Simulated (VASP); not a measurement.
# Co (P6_3/mmc) in VASP: settings compared

The runs below take Co through electric field gradients, with PBE, r2SCAN.

All numbers are computed with VASP 6.6.1; they aren't measurements. Logs are shortened: lines on timing, memory, paths and dates and some standing lists are left out, and cuts for length are marked.

## 1. The cell of the first run

The structure is hexagonal, space group P6_3/mmc (No. 194). The conventional cell has a = 2.507 Å, b = 2.507 Å, c = 4.070 Å, α = 90.00°, β = 90.00°, γ = 120.00°. Co (site symmetry -6m2) has 12 Co at 2.50 to 2.51 Å within 3.3 Å.

## 2. Electric field gradients, PBE, collinear spin, ferromagnetic start

INCAR reads:

```
PREC = Accurate ; ENCUT = 520
EDIFF = 1E-8 ; ISMEAR = -1
SIGMA = 0.05 ; LREAL = F
LASPH = T ; NELM = 150
ALGO = Normal ; ISIF = 2
LWAVE = F ; LCHARG = F
ISPIN = 2 ; MAGMOM = 2 2
LORBIT = 11 ; LMAXMIX = 4
GGA = PE ; LEFG = T
NBANDS = 20
```

KPOINTS reads:

```
Automatic mesh
0
Gamma
  14 14 8
```

POSCAR reads:

```
Co
1.0
    2.5074000000      0.0000000000      0.0000000000
   -1.2537000000      2.1714720974      0.0000000000
    0.0000000000      0.0000000000      4.0699000000
Co
2
Direct
    0.3333333333      0.6666666667      0.2500000000
    0.6666666667      0.3333333333      0.7500000000
```

Potentials or basis: VASP PAW PBE potentials, release 64 (Co).

Command:

```console
$ cat potpaw_PBE.64/Co/POTCAR > POTCAR
$ mpirun -np 1 vasp_std > vasp.out
```

OUTCAR:

```text
PREC = Accurate
   ENCUT = 520
   EDIFF = 1E-8
   ISMEAR = -1
   LREAL = F
   LASPH = T
   NELM = 150
   ISIF = 2
   ISPIN = 2
   LORBIT = 11
   GGA = PE

 ion  position               nearest neighbor table
   1  0.333  0.667  0.250-   2 2.50   2 2.50   2 2.50   2 2.50   2 2.50   2 2.50
   2  0.667  0.333  0.750-   1 2.50   1 2.50   1 2.50   1 2.50   1 2.50   1 2.50

  LATTYP: Found a hexagonal cell.
 ALAT       =     2.5074000000
 C/A-ratio  =     1.6231554598

  Lattice vectors:

 A1 = (   2.5074000000,   0.0000000000,   0.0000000000)
 A2 = (  -1.2537000000,   2.1714720974,   0.0000000000)
 A3 = (   0.0000000000,   0.0000000000,   4.0699000000)

Analysis of symmetry for initial positions (statically):
=====================================================================
 Subroutine PRICEL returns:
 Original cell was already a primitive cell.

 Routine SETGRP: Setting up the symmetry group for a
 hexagonal supercell.

 Subroutine GETGRP returns: Found 24 space group operations
 (whereof 12 operations were pure point group operations)
 out of a pool of 24 trial point group operations.

The static configuration has the point symmetry D_3d.
 The point group associated with its full space group is D_6h.

Analysis of symmetry for dynamics (positions and initial velocities):
=====================================================================
 Subroutine PRICEL returns:
 Original cell was already a primitive cell.

 Routine SETGRP: Setting up the symmetry group for a
 hexagonal supercell.

 Subroutine GETGRP returns: Found 24 space group operations
 (whereof 12 operations were pure point group operations)
 out of a pool of 24 trial point group operations.

The dynamic configuration has the point symmetry D_3d.
 The point group associated with its full space group is D_6h.

Analysis of structural, dynamic, and magnetic symmetry:
=====================================================================
 Subroutine PRICEL returns:
 Original cell was already a primitive cell.

 Routine SETGRP: Setting up the symmetry group for a
 hexagonal supercell.

 Subroutine GETGRP returns: Found 24 space group operations
 (whereof 12 operations were pure point group operations)
 out of a pool of 24 trial point group operations.

The overall configuration has the point symmetry D_3d.
 The point group associated with its full space group is D_6h.

 Subroutine INISYM returns: Found 24 space group operations
 (whereof 12 operations are pure point group operations),
 and found     1 'primitive' translations

----------------------------------------------------------------------------------------

                                     Primitive cell

  volume of cell :      22.1596

  direct lattice vectors                    reciprocal lattice vectors
     2.507400000  0.000000000  0.000000000     0.398819494  0.230258542  0.000000000
    -1.253700000  2.171472097  0.000000000     0.000000000  0.460517085  0.000000000
     0.000000000  0.000000000  4.069900000     0.000000000  0.000000000  0.245706283

  length of vectors
     2.507400000  2.507400000  4.069900000     0.460517085  0.460517085  0.245706283

  position of ions in fractional coordinates (direct lattice)
     0.333333333  0.666666667  0.250000000
     0.666666667  0.333333333  0.750000000

  ion indices of the primitive-cell ions
   primitive index   ion index
                 1           1
                 2           2

----------------------------------------------------------------------------------------

 KPOINTS: Automatic mesh

Automatic generation of k-mesh.
[... 58 lines left out ...]
   ISTART =      0    job   : 0-new  1-cont  2-samecut
   ICHARG =      2    charge: 1-file 2-atom 10-const
   ISPIN  =      2    spin polarized calculation?
   LNONCOLLINEAR =      F non collinear calculations
   LSORBIT =      F    spin-orbit coupling
   LASPH  =      T    aspherical Exc in radial PAW
   ENCUT  =  520.0 eV  38.22 Ry    6.18 a.u.   4.66  4.66  7.57*2*pi/ulx,y,z
   NELM   =    150;   NELMIN=  2; NELMDL= -5     # of ELM steps
   EDIFF  = 0.1E-07   stopping-criterion for ELM
   LREAL  =      F    real-space projection
   EDIFFG = 0.1E-06   stopping-criterion for IOM
   NSW    =      0    number of steps for IOM
   IBRION =     -1    ionic relax: 0-MD 1-quasi-New 2-CG
   NFREE  =      0    steps in history (QN), initial steepest desc. (CG)
   ISIF   =      2    stress and relaxation
   ISYM   =      2    0-nonsym 1-usesym 2-fastsym
   POTIM  = 0.5000    time-step for ionic-motion
   TEBEG  =    0.0;   TEEND  =   0.0 temperature during run
   PSTRESS=    0.0 pullay stress
   NELECT =      18.0000    total number of electrons
   NUPDOWN=      -1.0000    fix difference up-down
   EMIN   =  10.00;   EMAX   =-10.00  energy-range for DOS
   EFERMI =   0.00;   METHOD = LEGACY
   ISMEAR =    -1;   SIGMA  =   0.05  broadening in eV -4-tet -1-fermi 0-gaus
   EFERMI_NEDOS =   21; number of points for ismear=-14 and -15
   IALGO  =     38    algorithm
   IMIX   =      4    mixing-type and parameters
     AMIX     =   0.40;   BMIX     =  1.00
     AMIX_MAG =   1.60;   BMIX_MAG =  1.00
  volume/ion in A,a.u.               =      11.08        74.77
  Fermi-wavevector in a.u.,A,eV,Ry     =   1.527490  2.886538 31.745475  2.333227
  Thomas-Fermi vector in A             =   2.635379
   LORBIT       =     11    0 simple, 1 ext, 2 COOP (PROOUT), +10 PAW based schemes
   GGA     = PE    functional components
   LHFCALC =     F    Hartree Fock is set to
   AEXX    =    0.0000 exact exchange contribution
   IVDW    =     0    specifies the selected vdW correction
   LEPSILON=     F    determine dielectric tensor
   LRPA    =     F    only Hartree local field effects (RPA)
 spin polarized calculation
  energy-cutoff  :      520.00
  volume of cell :       22.16
 maximum number of plane-waves:       610
 NGX is ok and might be reduce to    20
   NGX =  9   NGY =  9   NGZ = 15

 number of electron      18.0000002 magnetization       3.2097680

 Free energy of the ion-electron system (eV)
  ---------------------------------------------------
  ext. energy  EPLUGINS =         0.00000000
  ---------------------------------------------------
  free energy    TOTEN  =       -14.06463590 eV

  energy without entropy =      -14.04734662  energy(sigma->0) =      -14.05599126

 E-fermi :   9.9642     XC(G=0): -13.2807

 val. band max:        9.9639553792   @ k =   0.2143   0.1429   0.0000
 cond. band min:       9.9739869291   @ k =   0.3571   0.1429   0.5000
 fundamental gap:      0.0100315498
 Fermi energy:         9.9642146983

 spin component 1

 k-point     1 :       0.0000    0.0000    0.0000
  band No.  band energies     occupation
      1       1.1810      1.00000
      2       4.9335      1.00000
      3       7.3701      1.00000
      4       7.4099      1.00000
      5       7.4099      1.00000
      6       7.7064      1.00000
[... 541 lines left out ...]
     19      26.4509      0.00000
     20      42.2205      0.00000

 [... further k-points ...]

 spin component 2

 k-point     1 :       0.0000    0.0000    0.0000
  band No.  band energies     occupation
      1       1.1642      1.00000
      2       5.8678      1.00000
      3       8.9943      1.00000
      4       9.0439      1.00000
      5       9.0439      1.00000
      6       9.3928      0.99999
[... 541 lines left out ...]
     19      26.8251      0.00000
     20      42.3726      0.00000

 [... further k-points ...]
[... 5 lines left out ...]
  --------------------------------------------------------------------------------------
  -------------------------------------------------------------------------------------
  Total       -0.6052078     -0.6052078     -0.8079810      0.0000000      0.0000000      0.0000000
  in kB      -43.7575990    -43.7575990    -58.4184633      0.0000000      0.0000000      0.0000000
  external PRESSURE =     -48.6445538 kB  Pullay stress =       0.0000000 kB

 VOLUME and BASIS-vectors are now :
 -----------------------------------------------------------------------------
  energy-cutoff  :      520.00
  volume of cell :       22.16
      direct lattice vectors                 reciprocal lattice vectors
     2.507400000  0.000000000  0.000000000     0.398819494  0.230258542  0.000000000
    -1.253700000  2.171472097  0.000000000     0.000000000  0.460517085  0.000000000
     0.000000000  0.000000000  4.069900000     0.000000000  0.000000000  0.245706283

 POSITION                                       TOTAL-FORCE (eV/Angst)
 -----------------------------------------------------------------------------------
     -0.00000      1.44765      1.01747        -0.000000      0.000000      0.000000
      1.25370      0.72382      3.05242         0.000000      0.000000      0.000000
 -----------------------------------------------------------------------------------
    total drift:                                0.000000      0.000000     -0.000000

  FREE ENERGIE OF THE ION-ELECTRON SYSTEM (eV)
  ---------------------------------------------------
  free  energy   TOTEN  =       -14.0646358995 eV

  energy  without entropy=      -14.0473466173  energy(sigma->0) =      -14.05599126

 Electric field gradients (V/A^2)
---------------------------------------------------------------------
 ion       V_xx      V_yy      V_zz      V_xy      V_xz      V_yz
---------------------------------------------------------------------
   1       1.234     1.233    -2.468    -0.001     0.000    -0.000
   2       1.234     1.233    -2.468    -0.001    -0.000     0.000
---------------------------------------------------------------------

 Electric field gradients after diagonalization (V/A^2)
 (convention: |V_zz| > |V_xx| > |V_yy|)
----------------------------------------------------------------------
 ion       V_xx      V_yy      V_zz     asymmetry (V_yy - V_xx)/ V_zz
----------------------------------------------------------------------
   1       1.235     1.233    -2.468       0.001
   2       1.235     1.233    -2.468       0.001
----------------------------------------------------------------------

           NMR quadrupolar parameters

 Cq : quadrupolar parameter    Cq=e*Q*V_zz/h
 eta: asymmetry parameters     (V_yy - V_xx)/ V_zz
 Q  : nuclear electric quadrupole moment in mb (millibarn)
----------------------------------------------------------------------
 ion       Cq(MHz)       eta       Q (mb)
----------------------------------------------------------------------
   1      -0.006       0.001       1.000
   2      -0.006       0.001       1.000
----------------------------------------------------------------------

 total charge

# of ion       s       p       d       tot
------------------------------------------
    1        0.479   0.503   7.251   8.233
    2        0.479   0.503   7.251   8.233
--------------------------------------------------
tot          0.959   1.005  14.502  16.466

 magnetization (x)

# of ion       s       p       d       tot
------------------------------------------
    1       -0.015  -0.055   1.700   1.630
    2       -0.015  -0.055   1.700   1.630
--------------------------------------------------
tot         -0.030  -0.110   3.400   3.260
```

Wall time 97 s (1 thread of Intel Xeon Platinum 8488C (Sapphire Rapids), shared host); peak memory 0.19 GiB.

What came out:

* Free energy: -14.0646 eV
* Pressure: -4.9 GPa
* Net moment: 3.21 μB per cell
* Site moments: Co +1.63 μB
* Valence electrons inside the program's atomic spheres: Co 8.23

Levels at points of the mesh, in eV from the Fermi level:
Spin up:
```
           k point  band 7  band 8  band 9  band 10  band 11  band 12  band 13  band 14  band 15  band 16
(0.00, 0.00, 0.00)   -2.26   -1.91   -1.91    -0.86    -0.86    -0.10     6.12    21.85    24.24    24.24
(0.50, 0.00, 0.00)   -2.17   -0.72   -0.65    -0.58     1.26     3.22     9.50    10.12    12.52    13.66
(0.00, 0.00, 0.50)   -2.62   -2.62   -1.16    -1.16    -1.16    -1.16    14.69    14.69    22.56    22.56
(0.50, 0.00, 0.50)   -1.07   -1.07   -0.64    -0.64     1.57     1.57     7.08     7.08    18.10    18.10
```
Spin down:
```tsv
k point	band 4	band 5	band 6	band 7	band 8	band 9	band 10	band 11
(0.00, 0.00, 0.00)	-0.92	-0.92	-0.57	-0.57	-0.18	-0.14	-0.14	1.02
(0.50, 0.00, 0.00)	-1.80	-1.06	-1.00	-0.61	1.15	1.27	1.31	2.47
(0.00, 0.00, 0.50)	-1.50	-0.98	-0.98	-0.98	-0.98	0.69	0.69	0.69
(0.50, 0.00, 0.50)	-2.30	-0.04	-0.04	0.25	0.25	1.25	1.25	2.16
```

Electric field gradients, principal values (V/Å²):
```tsv
atom	least	middle	greatest (by size)
1 Co	1.233	1.235	-2.468
2 Co	1.233	1.235	-2.468
```

Caveat: without QUAD_EFG the Cq values of the log hold for a quadrupole moment of 1 mb, not for the nuclei.

## 3. Electric field gradients, PBE, collinear spin, antiferromagnetic start

INCAR reads:

```
SYSTEM = Co
PREC = Accurate
ENCUT = 520
EDIFF = 1E-8
ISMEAR = -1
SIGMA = 0.05
LREAL = .FALSE.
LASPH = .TRUE.
NELM = 150
ALGO = Normal
ISIF = 2
LWAVE = .FALSE.
LCHARG = .FALSE.
ISPIN = 2
MAGMOM = -2 2
LORBIT = 11
LMAXMIX = 4
GGA = PE
LEFG = .TRUE.
NBANDS = 20
```

KPOINTS reads:

```
regular mesh
0
G
  15 15 8
  0 0 0
```

POSCAR is that of step 2.

Potentials or basis: VASP PAW PBE potentials, release 64 (Co).

Command:

```console
$ cat potpaw_PBE.64/Co/POTCAR > POTCAR
$ mpirun -np 1 vasp_std > vasp.out
```

OUTCAR:

```text
SYSTEM = Co
   PREC = Accurate
   ENCUT = 520
   EDIFF = 1E-8
   ISMEAR = -1
   LREAL = .FALSE.
   LASPH = .TRUE.
   NELM = 150
   ISIF = 2
   ISPIN = 2
   LORBIT = 11
   GGA = PE

 ion  position               nearest neighbor table
   1  0.333  0.667  0.250-   2 2.50   2 2.50   2 2.50   2 2.50   2 2.50   2 2.50
   2  0.667  0.333  0.750-   1 2.50   1 2.50   1 2.50   1 2.50   1 2.50   1 2.50

  LATTYP: Found a hexagonal cell.
 ALAT       =     2.5074000000
 C/A-ratio  =     1.6231554598

  Lattice vectors:

 A1 = (   2.5074000000,   0.0000000000,   0.0000000000)
 A2 = (  -1.2537000000,   2.1714720974,   0.0000000000)
 A3 = (   0.0000000000,   0.0000000000,   4.0699000000)

Analysis of symmetry for initial positions (statically):
=====================================================================
 Subroutine PRICEL returns:
 Original cell was already a primitive cell.

 Routine SETGRP: Setting up the symmetry group for a
 hexagonal supercell.

 Subroutine GETGRP returns: Found 24 space group operations
 (whereof 12 operations were pure point group operations)
[... 1326 lines left out ...]
    total drift:                                0.000000      0.000000     -0.000000

  FREE ENERGIE OF THE ION-ELECTRON SYSTEM (eV)
  ---------------------------------------------------
  free  energy   TOTEN  =       -13.6085008462 eV

  energy  without entropy=      -13.5654375902  energy(sigma->0) =      -13.58696922

 Electric field gradients (V/A^2)
---------------------------------------------------------------------
 ion       V_xx      V_yy      V_zz      V_xy      V_xz      V_yz
---------------------------------------------------------------------
   1      -8.496    -8.497    16.993    -0.001     0.000    -0.000
   2      -8.496    -8.497    16.993    -0.001    -0.000     0.000
---------------------------------------------------------------------

 Electric field gradients after diagonalization (V/A^2)
 (convention: |V_zz| > |V_xx| > |V_yy|)
----------------------------------------------------------------------
 ion       V_xx      V_yy      V_zz     asymmetry (V_yy - V_xx)/ V_zz
----------------------------------------------------------------------
   1      -8.497    -8.495    16.993       0.000
   2      -8.497    -8.495    16.993       0.000
----------------------------------------------------------------------

           NMR quadrupolar parameters

 Cq : quadrupolar parameter    Cq=e*Q*V_zz/h
 eta: asymmetry parameters     (V_yy - V_xx)/ V_zz
 Q  : nuclear electric quadrupole moment in mb (millibarn)
----------------------------------------------------------------------
 ion       Cq(MHz)       eta       Q (mb)
----------------------------------------------------------------------
   1       0.041       0.000       1.000
   2       0.041       0.000       1.000
----------------------------------------------------------------------

 total charge

# of ion       s       p       d       tot
------------------------------------------
    1        0.476   0.502   7.254   8.231
    2        0.476   0.502   7.254   8.231
--------------------------------------------------
tot          0.951   1.004  14.508  16.463

 magnetization (x)

# of ion       s       p       d       tot
------------------------------------------
    1       -0.001  -0.006  -1.020  -1.027
    2        0.001   0.006   1.020   1.027
--------------------------------------------------
tot          0.000   0.000   0.000   0.000
```

OSZICAR:

```text
N       E                     dE             d eps       ncg     rms          rms(c)
DAV:   1     0.853359669332E+02    0.85336E+02   -0.80651E+03 11280   0.122E+03
DAV:   2    -0.115943276043E+02   -0.96930E+02   -0.87615E+02 10916   0.216E+02
DAV:   3    -0.159678767024E+02   -0.43735E+01   -0.41975E+01 12348   0.560E+01
DAV:   4    -0.160339121230E+02   -0.66035E-01   -0.65980E-01 13184   0.602E+00
DAV:   5    -0.160358000210E+02   -0.18879E-02   -0.18878E-02 12604   0.977E-01    0.146E+01
DAV:   6    -0.141078990416E+02    0.19279E+01   -0.76097E+00 12184   0.585E+01    0.685E+00
DAV:   7    -0.136423812053E+02    0.46552E+00   -0.14210E+00 12120   0.220E+01    0.292E+00
DAV:   8    -0.136190994545E+02    0.23282E-01   -0.18865E-02 15216   0.168E+00    0.113E+00
DAV:   9    -0.136098391543E+02    0.92603E-02   -0.36758E-03 18264   0.105E+00    0.362E-01
DAV:  10    -0.136083629757E+02    0.14762E-02   -0.19584E-03 16540   0.743E-01    0.152E-01
DAV:  11    -0.136084629242E+02   -0.99948E-04   -0.30340E-04 16748   0.296E-01    0.783E-02
DAV:  12    -0.136084905425E+02   -0.27618E-04   -0.67855E-05 16724   0.131E-01    0.182E-02
DAV:  13    -0.136084973981E+02   -0.68557E-05   -0.16281E-05 18168   0.722E-02    0.133E-02
DAV:  14    -0.136084998196E+02   -0.24215E-05   -0.44279E-06 17764   0.388E-02    0.742E-03
DAV:  15    -0.136085002672E+02   -0.44759E-06   -0.96002E-07 16540   0.162E-02    0.484E-03
DAV:  16    -0.136085007961E+02   -0.52888E-06   -0.70035E-07 17340   0.182E-02    0.840E-04
DAV:  17    -0.136085008383E+02   -0.42197E-07   -0.57477E-08 11460   0.223E-03    0.196E-04
DAV:  18    -0.136085008462E+02   -0.79067E-08   -0.91320E-10  5572   0.529E-04
   1 F= -.13608501E+02 E0= -.13586969E+02  d E =-.430633E-01  mag=     0.0000
```

It took 2.2 min on 1 thread of Intel Xeon Platinum 8488C (Sapphire Rapids), shared host; peak memory 0.2 GiB.

What came out:

```yaml
Free_energy: -13.6085 eV
Pressure: -10.1 GPa
Band_gap_on_the_k_mesh: zero (filled and empty bands overlap)
Net_moment: 0.00 μB per cell
Site_moments: Co -1.03, +1.03 μB
Valence_electrons_inside_the_program's_atomic_spheres: Co 8.23
```

Electric field gradients, principal values (V/Å²):
| atom | least | middle | greatest (by size) |
| --- | --- | --- | --- |
| 1 Co | -8.495 | -8.497 | 16.993 |
| 2 Co | -8.495 | -8.497 | 16.993 |

Caveat: without QUAD_EFG the Cq values of the log hold for a quadrupole moment of 1 mb, not for the nuclei.

(Continued in part 2 of 2.)
